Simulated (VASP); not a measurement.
# TiO (P-6m2) in VASP: further runs

Runs on TiO. Level: PBEsol. Tasks: single point.

Program: VASP 6.6.1. These are calculated values, not measurements. Logs are shortened: lines on timing, memory, paths and dates and some standing lists are left out, and cuts for length are marked.

**1. The cell of the first run**

Symmetry: P-6m2, No. 187, hexagonal system. The conventional cell has a = 2.649 Å, b = 2.649 Å, c = 2.458 Å, α = 90.00°, β = 90.00°, γ = 120.00°. Ti (site symmetry -6m2) has 6 O at 1.96 Å and 8 Ti at 2.46 to 2.65 Å within 2.7 Å. Within 2.7 Å of O (site symmetry -6m2) lie 6 Ti at 1.96 Å and 8 O at 2.46 to 2.65 Å.

**2. Single point, PBEsol**

Contents of INCAR:

```
PREC = Accurate
ENCUT = 520
EDIFF = 1E-7
ISMEAR = 0
SIGMA = 0.15
LREAL = F
LASPH = T
NELM = 60
ALGO = Normal
ISIF = 2
LWAVE = F
LCHARG = F
GGA = PS
NBANDS = 16
```

Contents of KPOINTS:

```
Automatic mesh
0
Gamma
  18 18 16
```

Contents of POSCAR:

```
TiO
1.0
    2.6492000000      0.0000000000      0.0000000000
   -1.3246000000      2.2942744997      0.0000000000
    0.0000000000      0.0000000000      2.4585000000
Ti O
1 1
Direct
    0.6666666667      0.3333333333      0.0000000000
    0.0000000000      0.0000000000      0.5000000000
```

Potentials or basis: VASP PAW PBE potentials, release 64 (Ti_sv, O).

On the command line:

```console
$ cat potpaw_PBE.64/Ti_sv/POTCAR potpaw_PBE.64/O/POTCAR > POTCAR
$ mpirun -np 1 vasp_std > vasp.out
```

OUTCAR:

```text
PREC = Accurate
   ENCUT = 520
   EDIFF = 1E-7
   ISMEAR = 0
   LREAL = F
   LASPH = T
   NELM = 60
   ISIF = 2
   GGA = PS

 ion  position               nearest neighbor table
   1  0.667  0.333  0.000-   2 1.96   2 1.96   2 1.96   2 1.96   2 1.96   2 1.96
   2  0.000  0.000  0.500-   1 1.96   1 1.96   1 1.96   1 1.96   1 1.96   1 1.96

  LATTYP: Found a hexagonal cell.
 ALAT       =     2.6492000000
 C/A-ratio  =     0.9280160048

  Lattice vectors:

 A1 = (   2.6492000000,   0.0000000000,   0.0000000000)
 A2 = (  -1.3246000000,   2.2942744997,   0.0000000000)
 A3 = (   0.0000000000,   0.0000000000,   2.4585000000)

Analysis of symmetry for initial positions (statically):
=====================================================================
 Subroutine PRICEL returns:
 Original cell was already a primitive cell.

 Routine SETGRP: Setting up the symmetry group for a
 hexagonal supercell.

 Subroutine GETGRP returns: Found 12 space group operations
 (whereof 12 operations were pure point group operations)
 out of a pool of 24 trial point group operations.

The static configuration has the point symmetry D_3h.

Analysis of symmetry for dynamics (positions and initial velocities):
=====================================================================
 Subroutine PRICEL returns:
 Original cell was already a primitive cell.

 Routine SETGRP: Setting up the symmetry group for a
 hexagonal supercell.

 Subroutine GETGRP returns: Found 12 space group operations
 (whereof 12 operations were pure point group operations)
 out of a pool of 24 trial point group operations.

The dynamic configuration has the point symmetry D_3h.

 Subroutine INISYM returns: Found 12 space group operations
 (whereof 12 operations are pure point group operations),
 and found     1 'primitive' translations

----------------------------------------------------------------------------------------

                                     Primitive cell

  volume of cell :      14.9427

  direct lattice vectors                    reciprocal lattice vectors
     2.649200000  0.000000000  0.000000000     0.377472445  0.217933817  0.000000000
    -1.324600000  2.294274500  0.000000000     0.000000000  0.435867635  0.000000000
     0.000000000  0.000000000  2.458500000     0.000000000  0.000000000  0.406752085

  length of vectors
     2.649200000  2.649200000  2.458500000     0.435867635  0.435867635  0.406752085

  position of ions in fractional coordinates (direct lattice)
     0.666666667  0.333333333  0.000000000
     0.000000000  0.000000000  0.500000000

  ion indices of the primitive-cell ions
   primitive index   ion index
                 1           1
                 2           2

----------------------------------------------------------------------------------------

 KPOINTS: Automatic mesh

Automatic generation of k-mesh.
 Grid dimensions read from file:
 generate k-points for:   18   18   16

 Generating k-lattice:

  Cartesian coordinates                     Fractional coordinates (reciprocal lattice)
     0.020970691  0.012107434  0.000000000     0.055555556  0.000000000  0.000000000
     0.000000000  0.024214869  0.000000000     0.000000000  0.055555556  0.000000000
     0.000000000  0.000000000  0.025422005     0.000000000  0.000000000  0.062500000

  Length of vectors
     0.024214869  0.024214869  0.025422005

  Shift w.r.t. Gamma in fractional coordinates (k-lattice)
     0.000000000  0.000000000  0.000000000

 Subroutine IBZKPT returns following result:
 ===========================================

 Found    333 irreducible k-points:

 Following reciprocal coordinates:
            Coordinates               Weight
  0.000000  0.000000  0.000000      1.000000
  0.055556  0.000000  0.000000      6.000000
  0.111111  0.000000  0.000000      6.000000
  0.166667  0.000000  0.000000      6.000000
  0.222222 -0.000000  0.000000      6.000000
  0.277778  0.000000  0.000000      6.000000
[... 16 lines left out ...]
  0.333333  0.111111  0.000000     12.000000
  0.388889  0.111111  0.000000     12.000000
 [... further k-points ...]
   k-points           NKPTS =    333   k-points in BZ     NKDIM =    333   number of bands    NBANDS=     16
   number of dos      NEDOS =    301   number of ions     NIONS =      2
   total plane-waves  NPLWV =   7200
   dimension x,y,z NGX =    20 NGY =   20 NGZ =   18
   dimension x,y,z NGXF=    40 NGYF=   40 NGZF=   36
   ions per type =               1   1
   NGX,Y,Z   is equivalent  to a cutoff of  12.55, 12.55, 12.17 a.u.
   NGXF,Y,Z  is equivalent  to a cutoff of  25.10, 25.10, 24.34 a.u.
 SYSTEM =  unknown system
   PREC   = accura    normal or accurate (medium, high low for compatibility)
   ISTART =      0    job   : 0-new  1-cont  2-samecut
   ICHARG =      2    charge: 1-file 2-atom 10-const
   ISPIN  =      1    spin polarized calculation?
   LNONCOLLINEAR =      F non collinear calculations
   LSORBIT =      F    spin-orbit coupling
   LASPH  =      T    aspherical Exc in radial PAW
   ENCUT  =  520.0 eV  38.22 Ry    6.18 a.u.   4.93  4.93  4.57*2*pi/ulx,y,z
   NELM   =     60;   NELMIN=  2; NELMDL= -5     # of ELM steps
   EDIFF  = 0.1E-06   stopping-criterion for ELM
   LREAL  =      F    real-space projection
   EDIFFG = 0.1E-05   stopping-criterion for IOM
   NSW    =      0    number of steps for IOM
   IBRION =     -1    ionic relax: 0-MD 1-quasi-New 2-CG
   NFREE  =      0    steps in history (QN), initial steepest desc. (CG)
   ISIF   =      2    stress and relaxation
   ISYM   =      2    0-nonsym 1-usesym 2-fastsym
   POTIM  = 0.5000    time-step for ionic-motion
   TEBEG  =    0.0;   TEEND  =   0.0 temperature during run
   PSTRESS=    0.0 pullay stress
   NELECT =      18.0000    total number of electrons
   NUPDOWN=      -1.0000    fix difference up-down
   EMIN   =  10.00;   EMAX   =-10.00  energy-range for DOS
   EFERMI =   0.00;   METHOD = LEGACY
   ISMEAR =     0;   SIGMA  =   0.15  broadening in eV -4-tet -1-fermi 0-gaus
   EFERMI_NEDOS =   21; number of points for ismear=-14 and -15
   IALGO  =     38    algorithm
   IMIX   =      4    mixing-type and parameters
     AMIX     =   0.40;   BMIX     =  1.00
     AMIX_MAG =   1.60;   BMIX_MAG =  1.00
  volume/ion in A,a.u.               =       7.47        50.42
  Fermi-wavevector in a.u.,A,eV,Ry     =   1.741896  3.291706 41.282820  3.034202
  Thomas-Fermi vector in A             =   2.814265
   LORBIT       =      0    0 simple, 1 ext, 2 COOP (PROOUT), +10 PAW based schemes
   GGA     = PS    functional components
   LHFCALC =     F    Hartree Fock is set to
   AEXX    =    0.0000 exact exchange contribution
   IVDW    =     0    specifies the selected vdW correction
   LEPSILON=     F    determine dielectric tensor
   LRPA    =     F    only Hartree local field effects (RPA)
 non-spin polarized calculation
 Gauss-broadening in eV      SIGMA  =   0.15
  energy-cutoff  :      520.00
  volume of cell :       14.94
 maximum number of plane-waves:       417
 NGX is ok and might be reduce to    20
   NGX =  9   NGY =  9   NGZ =  9

 number of electron      18.0000001 magnetization

 Free energy of the ion-electron system (eV)
  ---------------------------------------------------
  ext. energy  EPLUGINS =         0.00000000
  ---------------------------------------------------
  free energy    TOTEN  =       -17.58314549 eV

  energy without entropy =      -17.58178199  energy(sigma->0) =      -17.58246374

 E-fermi :  15.1620     XC(G=0): -14.6163

 val. band max:       15.1524590437   @ k =   0.0000   0.0000   0.5000
 cond. band min:      15.2194450155   @ k =   0.0556   0.0000   0.3750
 fundamental gap:      0.0669859718
 Fermi energy:        15.1620344078

 k-point     1 :       0.0000    0.0000    0.0000
  band No.  band energies     occupation
      1     -42.2134      2.00000
      2     -17.9569      2.00000
      3     -17.8187      2.00000
      4     -17.8187      2.00000
      5      -8.5780      2.00000
      6       7.6020      2.00000
[... 8 lines left out ...]
     15      31.8638      0.00000
     16      34.0051      0.00000

 k-point     2 :       0.0556    0.0000    0.0000
  band No.  band energies     occupation
      1     -42.2043      2.00000
      2     -17.9499      2.00000
      3     -17.8851      2.00000
      4     -17.8297      2.00000
      5      -8.5067      2.00000
      6       7.4520      2.00000
[... 8 lines left out ...]
     15      31.6587      0.00000
     16      34.1274      0.00000

 k-point     3 :       0.1111    0.0000    0.0000
  band No.  band energies     occupation
      1     -42.1780      2.00000
      2     -18.0715      2.00000
      3     -17.9298      2.00000
      4     -17.8613      2.00000
      5      -8.3057      2.00000
      6       7.0549      2.00000
[... 8 lines left out ...]
     15      31.2596      0.00000
     16      34.4815      0.00000

 k-point     4 :       0.1667    0.0000    0.0000
  band No.  band energies     occupation
      1     -42.1374      2.00000
      2     -18.3450      2.00000
      3     -17.9093      2.00000
      4     -17.8989      2.00000
      5      -8.0084      2.00000
      6       6.5237      2.00000
[... 8 lines left out ...]
     15      30.9029      0.00000
     16      34.9525      0.00000
[... 324 lines left out ...]
 k-point    22 :       0.2778    0.1111    0.0000
  band No.  band energies     occupation
      1     -41.9680      2.00000
      2     -19.2696      2.00000
      3     -18.1974      2.00000
      4     -17.7708      2.00000
      5      -6.8741      2.00000
      6       5.0862      2.00000
[... 8 lines left out ...]
     15      30.7289      0.00000
     16      33.3965      0.00000

 k-point    23 :       0.3333    0.1111    0.0000
  band No.  band energies     occupation
      1     -41.9282      2.00000
      2     -19.4664      2.00000
      3     -18.2607      2.00000
      4     -17.7410      2.00000
      5      -6.6274      2.00000
      6       4.8414      2.00000
[... 8 lines left out ...]
     15      30.8009      0.00000
     16      32.7362      0.00000

 k-point    24 :       0.3889    0.1111    0.0000
  band No.  band energies     occupation
      1     -41.9021      2.00000
      2     -19.5921      2.00000
      3     -18.3018      2.00000
      4     -17.7214      2.00000
      5      -6.4684      2.00000
      6       4.6965      2.00000
[... 8 lines left out ...]
     15      30.6908      0.00000
     16      32.4142      0.00000

 [... further k-points ...]
[... 5 lines left out ...]
  --------------------------------------------------------------------------------------
  -------------------------------------------------------------------------------------
  Total        7.7937904      7.7937904     13.8176567     -0.0000000     -0.0000000      0.0000000
  in kB      835.6587573    835.6587573   1481.5443096     -0.0000000     -0.0000000      0.0000000
  external PRESSURE =    1050.9539414 kB  Pullay stress =       0.0000000 kB

 VOLUME and BASIS-vectors are now :
 -----------------------------------------------------------------------------
  energy-cutoff  :      520.00
  volume of cell :       14.94
      direct lattice vectors                 reciprocal lattice vectors
     2.649200000  0.000000000  0.000000000     0.377472445  0.217933817  0.000000000
    -1.324600000  2.294274500  0.000000000     0.000000000  0.435867635  0.000000000
     0.000000000  0.000000000  2.458500000     0.000000000  0.000000000  0.406752085

 POSITION                                       TOTAL-FORCE (eV/Angst)
 -----------------------------------------------------------------------------------
      1.32460      0.76476      0.00000         0.000000     -0.000000      0.000000
      0.00000      0.00000      1.22925        -0.000000      0.000000      0.000000
 -----------------------------------------------------------------------------------
    total drift:                               -0.000001      0.000000      0.000000

  FREE ENERGIE OF THE ION-ELECTRON SYSTEM (eV)
  ---------------------------------------------------
  free  energy   TOTEN  =       -17.5831454905 eV

  energy  without entropy=      -17.5817819911  energy(sigma->0) =      -17.58246374
```

It took 1.7 min on 1 thread of Intel Xeon 8259CL, shared host; peak memory 0.19 GiB.

Results:

```yaml
Free_energy: -17.5831 eV
Pressure: 105.1 GPa
Band_gap_on_the_k_mesh: zero (bands 9 and 10 overlap by 0.17 eV)
```

Levels at points of the mesh, in eV from the Fermi level:
| k point | band 6 | band 7 | band 8 | band 9 | band 10 | band 11 | band 12 | band 13 |
| --- | --- | --- | --- | --- | --- | --- | --- | --- |
| (0.00, 0.00, 0.00) | -7.56 | -7.56 | -5.64 | -3.93 | 2.86 | 2.86 | 3.01 | 3.13 |
| (0.50, 0.00, 0.00) | -10.70 | -7.35 | -6.60 | -3.42 | 2.44 | 2.52 | 3.83 | 4.22 |
| (0.00, 0.00, 0.50) | -11.16 | -7.00 | -7.00 | -0.01 | -0.01 | 2.09 | 2.09 | 2.36 |
| (0.50, 0.00, 0.50) | -9.80 | -9.19 | -8.75 | -0.20 | 2.96 | 3.87 | 4.77 | 5.04 |

Caveat: the cell stands under pressure; the PAW data sets were made with another functional, which shifts forces and pressure a little; semilocal functionals often make such compounds metallic where correlation or magnetic order opens a gap, which also shifts bond lengths.

**3. Single point, PBEsol**

This run uses another cell than the first one, of 7.74 Å³/atom.

Contents of INCAR:

```
SYSTEM = TiO
ALGO = Normal ; EDIFF = 1E-6
ENCUT = 520 ; GGA = PS
ISIF = 2 ; ISMEAR = 0
LASPH = .True. ; LCHARG = .True.
LELF = .True. ; LREAL = .False.
LVHAR = .True. ; LWAVE = .False.
NBANDS = 16 ; NELM = 80
PREC = Accurate ; SIGMA = 0.15
```

Contents of KPOINTS:

```
k-points
0
Gamma
  18 18 16
  0 0 0
```

Contents of POSCAR:

```
TiO
1.0
    2.6956000000      0.0000000000      0.0000000000
   -1.3478000000      2.3344580784      0.0000000000
    0.0000000000      0.0000000000      2.4585000000
Ti O
1 1
Direct
    0.6666666667      0.3333333333      0.0000000000
    0.0000000000      0.0000000000      0.5000000000
```

Potentials or basis: VASP PAW PBE potentials, release 64 (Ti_sv, O).

On the command line:

```console
$ cat potpaw_PBE.64/Ti_sv/POTCAR potpaw_PBE.64/O/POTCAR > POTCAR
$ mpirun -np 1 vasp_std > vasp.out
```

It took 1.8 min on 1 thread of Intel Xeon 8259CL, shared host; peak memory 0.19 GiB.

The run converged. Its results:

```yaml
Free_energy: -17.8221 eV
Pressure: 84.8 GPa
Band_gap_on_the_k_mesh: zero (bands 9 and 10 overlap by 0.14 eV)
```

Stress tensor (GPa, compression positive):
```
 61.44   0.00   0.00
  0.00  61.44   0.00
  0.00   0.00 131.53
```

Levels at points of the mesh, in eV from the Fermi level:
```csv
k point,band 5,band 6,band 7,band 8,band 9,band 10,band 11,band 12,band 13,band 14
"(0.00, 0.00, 0.00)",-23.53,-7.51,-7.51,-5.46,-3.78,2.59,2.80,2.80,3.03,3.03
"(0.50, 0.00, 0.00)",-21.62,-10.48,-7.01,-6.59,-3.29,2.16,2.48,3.58,4.09,8.63
"(0.00, 0.00, 0.50)",-20.97,-11.00,-6.94,-6.94,0.01,0.01,1.90,1.90,2.44,8.56
"(0.50, 0.00, 0.50)",-22.10,-9.67,-8.98,-8.60,-0.19,2.70,3.62,4.60,4.74,11.17
```

Caveat: the cell stands under pressure; the PAW data sets were made with another functional, which shifts forces and pressure a little; semilocal functionals often make such compounds metallic where correlation or magnetic order opens a gap, which also shifts bond lengths.

**4. Single point, PBEsol**

This run uses another cell than the first one, of 7.81 Å³/atom.

Contents of INCAR:

```
  PREC = Accurate
  ENCUT = 520
  EDIFF = 1E-6
  ISMEAR = 0
  SIGMA = 0.15
  LREAL = F
  LASPH = T
  NELM = 80
  ALGO = Normal
  ISIF = 2
  LWAVE = F
  LCHARG = F
  GGA = PS
  NBANDS = 16
```

Contents of KPOINTS:

```
regular mesh
0
Gamma
  18 18 16
```

Contents of POSCAR:

```
TiO
1.0
    2.6492000000      0.0000000000      0.0000000000
   -1.3246000000      2.2942744997      0.0000000000
    0.0000000000      0.0000000000      2.5703000000
Ti O
1 1
Direct
    0.6666666667      0.3333333333      0.0000000000
    0.0000000000      0.0000000000      0.5000000000
```

On the command line:

```console
$ cat potpaw_PBE.64/Ti_sv/POTCAR potpaw_PBE.64/O/POTCAR > POTCAR
$ mpirun -np 1 vasp_std > vasp.out
```

It took 1.8 min on 1 thread of Intel Xeon 8259CL, shared host; peak memory 0.2 GiB.

Results (log left out):

```
Free energy            : -18.0955 eV
Pressure               : 75.2 GPa
Band gap on the k mesh : zero (bands 9 and 10 overlap by 0.13 eV)
```

Stress tensor (GPa, compression positive):
```
65.41  0.00  0.00
 0.00 65.41  0.00
 0.00  0.00 94.89
```

Levels at points of the mesh, in eV from the Fermi level:
```csv
k point,band 5,band 6,band 7,band 8,band 9,band 10,band 11,band 12,band 13,band 14
"(0.00, 0.00, 0.00)",-23.38,-6.93,-6.93,-5.82,-3.72,2.49,2.49,2.88,2.88,3.02
"(0.50, 0.00, 0.00)",-21.40,-10.44,-7.47,-6.25,-3.22,2.24,2.62,3.83,3.84,8.41
"(0.00, 0.00, 0.50)",-21.04,-10.73,-6.45,-6.45,0.00,0.00,1.68,2.27,2.27,8.65
"(0.50, 0.00, 0.50)",-21.97,-9.36,-9.04,-8.16,-0.44,2.78,3.83,4.32,4.84,10.85
```

Caveat: the cell stands under pressure; the PAW data sets were made with another functional, which shifts forces and pressure a little; semilocal functionals often make such compounds metallic where correlation or magnetic order opens a gap, which also shifts bond lengths.

**5. Single point, PBEsol**

This run uses another cell than the first one, of 8.00 Å³/atom.

Contents of INCAR:

```
PREC = Accurate ; ENCUT = 520
EDIFF = 1E-6 ; ISMEAR = 0
SIGMA = 0.15 ; LREAL = False
LASPH = True ; NELM = 100
ALGO = Normal ; ISIF = 2
LWAVE = False ; LCHARG = False
GGA = PS ; NBANDS = 16
```

KPOINTS is that of step 4.

Contents of POSCAR:

```
TiO
1.0
    2.7421000000      0.0000000000      0.0000000000
   -1.3710500000      2.3747282597      0.0000000000
    0.0000000000      0.0000000000      2.4585000000
Ti O
1 1
Direct
    0.6666666667      0.3333333333      0.0000000000
    0.0000000000      0.0000000000      0.5000000000
```

On the command line:

```console
$ cat potpaw_PBE.64/Ti_sv/POTCAR potpaw_PBE.64/O/POTCAR > POTCAR
$ mpirun -np 1 vasp_std > vasp.out
```

Run time: 99 s. Hardware: 1 thread of Intel Xeon 8259CL, shared host; peak memory 0.19 GiB.

It converged, with:

- Free energy: -17.9964 eV
- Pressure: 67.2 GPa
- Band gap on the k mesh: zero (bands 9 and 10 overlap by 0.31 eV)

Stress tensor (GPa, compression positive):
```
 42.28   0.00   0.00
  0.00  42.28   0.00
  0.00   0.00 117.02
```

Levels at points of the mesh, in eV from the Fermi level:
```
           k point  band 6  band 7  band 8  band 9  band 10  band 11  band 12  band 13
(0.00, 0.00, 0.00)   -7.45   -7.45   -5.27   -3.62     2.22     2.74     2.74     2.94
(0.50, 0.00, 0.00)  -10.25   -6.66   -6.55   -3.17     1.90     2.46     3.35     3.97
(0.00, 0.00, 0.50)  -10.81   -6.86   -6.86    0.03     0.03     1.73     1.73     2.51
(0.50, 0.00, 0.50)   -9.52   -8.78   -8.44   -0.16     2.46     3.40     4.45     4.46
```

Caveat: the cell stands under pressure; the PAW data sets were made with another functional, which shifts forces and pressure a little; semilocal functionals often make such compounds metallic where correlation or magnetic order opens a gap, which also shifts bond lengths.

**6. The runs side by side**

```csv
cell,gap on the mesh (eV),pressure (GPa)
"a = 2.649, b = 2.649, c = 2.458 Å, angles 90.0, 90.0, 120.0°, 2 atoms",none,105.1
"a = 2.696, b = 2.696, c = 2.458 Å, angles 90.0, 90.0, 120.0°, 2 atoms",none,84.8
"a = 2.649, b = 2.649, c = 2.570 Å, angles 90.0, 90.0, 120.0°, 2 atoms",none,75.2
"a = 2.742, b = 2.742, c = 2.458 Å, angles 90.0, 90.0, 120.0°, 2 atoms",none,67.2
```

Alike in all rows: task single point; level PBEsol; potentials or basis VASP PAW PBE potentials, release 64 (Ti_sv, O); no spin polarisation; k mesh 18 × 18 × 16; cutoff (eV) 520; smearing gaussian 0.15 eV.

Caveats: the cell stands under pressure; the PAW data sets were made with another functional, which shifts forces and pressure a little; semilocal functionals often make such compounds metallic where correlation or magnetic order opens a gap, which also shifts bond lengths.

Absolute energies hang on the potentials; compare differences alone.
